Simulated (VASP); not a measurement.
Input of a VASP 6.6.1 run:

The input INCAR:

```
SYSTEM = Hf5F
PREC = Accurate
ENCUT = 600
EDIFF = 1E-7
ISMEAR = 0
SIGMA = 0.1
LREAL = .FALSE.
LASPH = .TRUE.
NELM = 80
ALGO = Normal
ISIF = 3
LWAVE = .FALSE.
LCHARG = .FALSE.
GGA = PE
IBRION = 2
NSW = 90
EDIFFG = -0.04
```

The input KPOINTS:

```
Automatic mesh
0
G
  6 6 2
  0 0 0
```

Contents of POSCAR:

```
Hf5F
1.0
    3.0183223700      0.0000000000      0.0000000000
    0.0000000000      3.0183223700      0.0000000000
    0.0000000000      0.0000000000     12.7855163800
Hf F
5 1
Direct
    0.5000000000      0.5000000000      0.3344822800
    0.5000000000      0.5000000000      0.6655177200
    0.0000000000      0.0000000000      0.1759868000
    0.0000000000      0.0000000000      0.8240132000
    0.0000000000      0.0000000000      0.5000000000
    0.5000000000      0.5000000000      0.0000000000
```

Potentials or basis: VASP PAW PBE potentials, release 64 (Hf_pv, F).

Run with:

```console
$ cat potpaw_PBE.64/Hf_pv/POTCAR potpaw_PBE.64/F/POTCAR > POTCAR
$ mpirun -np 1 vasp_std > vasp.out
```

Predict the relaxed volume.

20.16 Å³/atom.

What does it give for the space group after relaxing (to 0.1 Å)?

P4/mmm (No. 123).

What does it give for the relaxed cell?

a = 3.095 Å, b = 3.095 Å, c = 12.623 Å, α = 90.00°, β = 90.00°, γ = 90.00°.

The path:
| step | energy change (eV) | largest force (eV/Å) | pressure (GPa) | volume (Å³) |
| --- | --- | --- | --- | --- |
| 1 | 0.0000 | 1.8265 | 10.85 | 116.48 |
| 2 | -0.1634 | 0.8511 | -8.17 | 140.06 |
| 3 | -0.4733 | 0.6442 | -1.12 | 128.79 |
| 4 | -0.4734 | 0.6638 | -0.93 | 128.54 |
| 5 | -0.5589 | 0.6548 | -0.75 | 127.60 |
| 6 | -0.7401 | 0.6931 | 0.08 | 124.78 |
| 7 | -0.7754 | 0.8716 | 3.08 | 119.03 |
| 8 | -0.8149 | 0.8326 | 1.56 | 121.46 |
| 9 | -0.8766 | 0.5601 | 0.36 | 122.14 |
| 10 | -0.9200 | 0.0181 | -1.80 | 123.46 |
| 11 | -0.9204 | 0.0422 | -1.59 | 123.33 |
| 12 | -0.9404 | 0.0433 | -0.48 | 121.63 |
| 13 | -0.9433 | 0.0884 | 0.14 | 120.73 |
| 14 | -0.9455 | 0.0833 | 0.04 | 120.89 |
| 15 | -0.9492 | 0.0734 | -0.26 | 121.37 |
| 16 | -0.9496 | 0.0708 | -0.39 | 121.56 |
| 17 | -0.9505 | 0.0077 | 0.25 | 120.93 |

Caveat: an odd number of electrons without spin polarisation forces a metal; a magnetic or distorted state may lie lower.
